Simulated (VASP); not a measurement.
A run of VASP 6.6.1 is set up as follows.

INCAR

```
SYSTEM = Si2Mo
PREC = Accurate ; ENCUT = 520
EDIFF = 1E-6 ; ISMEAR = 0
SIGMA = 0.05 ; LREAL = .FALSE.
LASPH = .TRUE. ; NELM = 100
ALGO = Normal ; ISIF = 2
LWAVE = .FALSE. ; LCHARG = .FALSE.
NBANDS = 18
```

File KPOINTS:

```
Automatic mesh
0
G
  14 14 14
  0 0 0
```

The input POSCAR:

```
Si2Mo
1.0
   -1.6085189520      1.6085189520      3.9365666220
    1.6085189520     -1.6085189520      3.9365666220
    1.6085189520      1.6085189520     -3.9365666220
Si Mo
2 1
Direct
    0.3351149525      0.3351149525      0.0000000000
    0.6648850475      0.6648850475      0.0000000000
    0.0000000000      0.0000000000      0.0000000000
```

Potentials or basis: VASP PAW LDA potentials, release 64 (Si, Mo_sv).

Command:

```console
$ cat potpaw_LDA.64/Si/POTCAR potpaw_LDA.64/Mo_sv/POTCAR > POTCAR
$ mpirun -np 1 vasp_std > vasp.out
```

(1) Estimate the band gap on the k mesh.

(2) Estimate the largest force.

(3) Estimate the pressure.

Results:

(1) zero (band 11 reaches 12.47 eV, above the bottom of band 12 at 11.53 eV).

(2) 0.098 eV/Å.

(3) -7.6 GPa.
